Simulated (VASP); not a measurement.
Hf16Si16HO64 (a cell with a defect): single point with PBE

The system is Hf16Si16HO64 (a cell with a defect).

```
Hf Si O H
1.0
    -6.64653    6.64653    6.01473
     6.64653   -6.64653    6.01473
     6.64653    6.64653   -6.01473
Hf Si O H
16 16 64 1
Direct
  0.00082 0.99979 0.00059
  0.37564 0.12839 0.25177
  0.99729 0.99781 0.49905
  0.37354 0.12291 0.74886
  0.99754 0.50060 0.99718
  0.37084 0.62071 0.24553
  0.99843 0.50049 0.49958
  0.37660 0.62329 0.73974
  0.49699 0.99810 0.99873
  0.87397 0.12434 0.24908
  0.49869 0.99720 0.49980
  0.87585 0.12641 0.75068
  0.49785 0.49957 0.99731
  0.87140 0.62316 0.24827
  0.48933 0.51018 0.50524
  0.86877 0.62286 0.74626
  0.12161 0.37067 0.24275
  0.25008 0.24952 0.99827
  0.12450 0.37517 0.74776
  0.24871 0.24458 0.49979
  0.12440 0.87457 0.25001
  0.24836 0.74877 0.99641
  0.12170 0.87268 0.74849
  0.24639 0.74915 0.49877
  0.62152 0.37479 0.25030
  0.74809 0.24987 0.99905
  0.62243 0.37415 0.74725
  0.74865 0.24840 0.49877
  0.62280 0.87436 0.24949
  0.74776 0.74876 0.99905
  0.63437 0.87934 0.75942
  0.74659 0.74942 0.49946
  0.06634 0.15865 0.40814
  0.04031 0.37930 0.34366
  0.02571 0.18758 0.15302
  0.24965 0.15769 0.08938
  0.33663 0.24615 0.40623
  0.30060 0.44107 0.30905
  0.11718 0.46420 0.15378
  0.33886 0.43245 0.08428
  0.06870 0.16146 0.90683
  0.03227 0.37628 0.83878
  0.03431 0.19200 0.65702
  0.24707 0.15028 0.58791
  0.33961 0.24548 0.90578
  0.30614 0.46595 0.84095
  0.12168 0.46250 0.65282
  0.34523 0.42413 0.60499
  0.06385 0.65800 0.40441
  0.03189 0.87461 0.34064
  0.03331 0.69225 0.15632
  0.24955 0.65828 0.08912
  0.33504 0.74328 0.40514
  0.30686 0.96451 0.34240
  0.12339 0.96674 0.15957
  0.33846 0.93160 0.09028
  0.06532 0.65890 0.90527
  0.03204 0.87654 0.84091
  0.02809 0.69007 0.65577
  0.24304 0.67007 0.60121
  0.33957 0.74732 0.90498
  0.30449 0.96345 0.84031
  0.12004 0.96177 0.65542
  0.33956 0.93218 0.58948
  0.56627 0.15799 0.40698
  0.52966 0.37524 0.34003
  0.53312 0.19182 0.15722
  0.75070 0.16032 0.09213
  0.83910 0.24754 0.40617
  0.80492 0.46474 0.34134
  0.62109 0.46457 0.15688
  0.83751 0.43214 0.09073
  0.56546 0.15838 0.90701
  0.53174 0.37411 0.83954
  0.53400 0.19121 0.65681
  0.74962 0.15693 0.59042
  0.83696 0.24938 0.90501
  0.80520 0.46498 0.84089
  0.62243 0.46523 0.65656
  0.83974 0.43068 0.59173
  0.56377 0.66501 0.41269
  0.53120 0.87596 0.34038
  0.53410 0.69187 0.15997
  0.75062 0.65761 0.09053
  0.83452 0.74733 0.40447
  0.80551 0.96564 0.34225
  0.62178 0.96447 0.15686
  0.83812 0.93103 0.09231
  0.56473 0.65973 0.91346
  0.53207 0.87825 0.83922
  0.58426 0.70644 0.70394
  0.75079 0.65805 0.58881
  0.84253 0.74971 0.91074
  0.81677 0.98351 0.85414
  0.62218 0.95728 0.65540
  0.84070 0.93268 0.59341
  0.37533 0.59198 0.52617
```

```yaml
Program: VASP 6.6.1
Task: single point
Functional: PBE
Potentials_or_basis: VASP PAW PBE potentials, release 64 (Hf_pv, Si, O, H)
Cutoff: 520 eV
k_mesh: 1 × 1 × 1
Occupations: fermi-dirac, width 0.01 eV
Spin: no spin polarisation
```

The largest force is 0.212 eV/Å.

Forces in eV/Å, atoms in the order of the input:
```
Hf   0.014 -0.001 -0.006
Hf   0.007  0.003  0.003
Hf  -0.008  0.004 -0.003
Hf   0.006 -0.004  0.007
Hf  -0.006 -0.010  0.012
Hf   0.006  0.007 -0.003
Hf   0.011  0.003 -0.001
Hf  -0.032  0.012  0.005
Hf  -0.021 -0.005 -0.014
Hf  -0.008  0.009 -0.003
Hf  -0.009 -0.020  0.016
Hf   0.004  0.014  0.008
Hf   0.011 -0.036  0.016
Hf   0.008 -0.029 -0.009
Hf   0.020  0.033  0.000
Hf  -0.005 -0.017 -0.003
Si  -0.004 -0.027 -0.003
Si  -0.002 -0.008  0.021
Si   0.002  0.007  0.022
Si  -0.023  0.017 -0.003
Si   0.004 -0.010 -0.008
Si  -0.014 -0.002  0.003
Si  -0.004  0.006  0.006
Si   0.006 -0.010  0.014
Si  -0.011  0.004  0.028
Si  -0.011 -0.008  0.006
Si   0.004  0.002 -0.012
Si  -0.006  0.000 -0.011
Si   0.002 -0.003  0.011
Si  -0.010 -0.027  0.002
Si   0.016 -0.018  0.020
Si   0.012 -0.005  0.011
O    0.011 -0.116 -0.126
O    0.130  0.005 -0.122
O   -0.103  0.010 -0.112
O    0.016  0.120 -0.124
O   -0.130  0.002  0.099
O    0.097  0.117  0.120
O   -0.016 -0.119  0.128
O    0.114  0.032  0.125
O   -0.002 -0.130 -0.123
O    0.120 -0.008 -0.121
O   -0.133  0.002 -0.132
O   -0.020  0.141 -0.157
O   -0.132 -0.004  0.133
O   -0.011  0.144  0.105
O   -0.018 -0.129  0.127
O    0.132  0.011  0.150
O    0.003 -0.139 -0.128
O    0.122 -0.011 -0.129
O   -0.141 -0.006 -0.137
O   -0.006  0.117 -0.129
O   -0.115  0.003  0.121
O   -0.003  0.131  0.115
O   -0.004 -0.127  0.128
O    0.099  0.002  0.130
O   -0.008 -0.102 -0.134
O    0.130 -0.001 -0.117
O   -0.106 -0.002 -0.130
O    0.026  0.086 -0.165
O   -0.099 -0.014  0.144
O    0.001  0.121  0.142
O    0.002 -0.137  0.142
O    0.128 -0.008  0.148
O    0.004 -0.123 -0.131
O    0.080 -0.009 -0.135
O   -0.120 -0.004 -0.118
O   -0.013  0.113 -0.127
O   -0.125 -0.006  0.119
O   -0.005  0.109  0.131
O   -0.006 -0.135  0.137
O    0.134 -0.005  0.134
O   -0.002 -0.132 -0.133
O    0.123  0.008 -0.144
O   -0.132  0.005 -0.138
O   -0.001  0.124 -0.130
O   -0.114 -0.002  0.130
O    0.002  0.136  0.122
O   -0.006 -0.077  0.127
O    0.117  0.003  0.127
O    0.004 -0.111 -0.133
O    0.132 -0.001 -0.124
O   -0.123 -0.006 -0.130
O   -0.004  0.140 -0.136
O   -0.126 -0.006  0.131
O    0.001  0.130  0.136
O    0.001 -0.129  0.129
O    0.131 -0.004  0.133
O   -0.016 -0.122 -0.128
O    0.106 -0.019 -0.133
O   -0.144 -0.018 -0.120
O   -0.013  0.157 -0.111
O   -0.115  0.007  0.134
O   -0.014  0.132  0.159
O    0.014 -0.117  0.121
O    0.114 -0.001  0.131
H    0.072  0.091 -0.132
```

Levels at points of the mesh, in eV from the Fermi level:
```csv
k point,band 302,band 303,band 304,band 305,band 306,band 307,band 308,band 309
"(0.00, 0.00, 0.00)",-2.50,-2.46,-2.33,-0.32,2.89,2.91,2.95,2.98
```

Run time: 17 min on 1 thread of AMD EPYC 7R43 64-Core Processor (Zen 3), on a shared host, peak memory 1.3 GiB.

Caveat: the k points lie up to 0.70 Å⁻¹ apart; the cell carries a net charge on a neutralising background, which shifts energy and pressure; the cell is charged against a uniform background, so pressure and absolute levels hang on convention; spin-orbit coupling is left out, which moves the levels of the heavy elements.
